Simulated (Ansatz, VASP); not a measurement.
Ga in VASP and in Ansatz

File INCAR:

```
ALGO = Normal ; EDIFF = 1E-8
ENCUT = 520 ; GGA = PS
ISIF = 2 ; ISMEAR = -1
LASPH = T ; LCHARG = F
LEFG = T ; LREAL = F
LWAVE = F ; NBANDS = 20
NELM = 60 ; PREC = Accurate
SIGMA = 0.03
```

The input KPOINTS:

```
k-points
0
Gamma
  14 14 11
```

Contents of POSCAR:

```
Ga
1.0
    1.3875947181     -4.0398771747      0.0000000000
    1.3875947181      4.0398771747      0.0000000000
   -0.1178402022      0.0000000000      3.3409929716
Ga
2
Direct
    0.8690000000      0.1310000000      0.2500000000
    0.1310000000      0.8690000000      0.7500000000
```

Input for Ansatz:

```yaml
crystal:
  lattice:
    - [1.3875947181, -4.0398771747, 0.0]
    - [1.3875947181, 4.0398771747, 0.0]
    - [-0.1178402022, 0.0, 3.3409929716]
  atoms:
    - { symbol: Ga, position: [0.869, 0.131, 0.25] }
    - { symbol: Ga, position: [0.131, 0.869, 0.75] }
kpoints:
  mp_grid: { grid: [14, 14, 11] }
scf:
  occupations: { method: fermi_dirac, width: 0.03 }
hamiltonian:
  xc: pbesol
  pseudopotentials: { kind: all_electron, datasets: crystal }
output:
  forces: true
  stress: true
  eigenvalues: true
  efg: { contact_densities: true }
```

Change from the starting cell: volume scaled by 1.01, crystal datasets.

Alike in both runs: task electric field gradients; functional PBEsol; k mesh 14 × 14 × 11; occupations fermi-dirac, width 0.03 eV; no spin polarisation.

|  | VASP | Ansatz |
| --- | --- | --- |
| version | VASP 6.6.1 | Ansatz 0.2.0 |
| potentials or method | VASP PAW PBE potentials, release 64 (Ga_d), cutoff 520 eV | all-electron PAW with datasets made for the crystal, scalar-relativistic |

Ansatz gave:

| Quantity | Value |
| --- | --- |
| pressure (GPa) | -2.4 |
| traceless stress, the component that is largest in VASP (GPa) | -0.08 |
| rms of the force components (eV/Å) | 0.103 |
| size of Vzz on the site where it differs most (V/Å²) | 25.9 |

Problem. Which values does VASP return?

Solution. Pressure (GPa): -2.3; traceless stress, the component that is largest in VASP (GPa): -0.08; rms of the force components (eV/Å): 0.103; size of Vzz on the site where it differs most (V/Å²): 24.3.

VASP's potentials were made for PBE, not for PBEsol. Atom by atom the forces differ by 0.000 eV/Å (rms over components). Ansatz ran all-electron here, and VASP with PAW potentials.
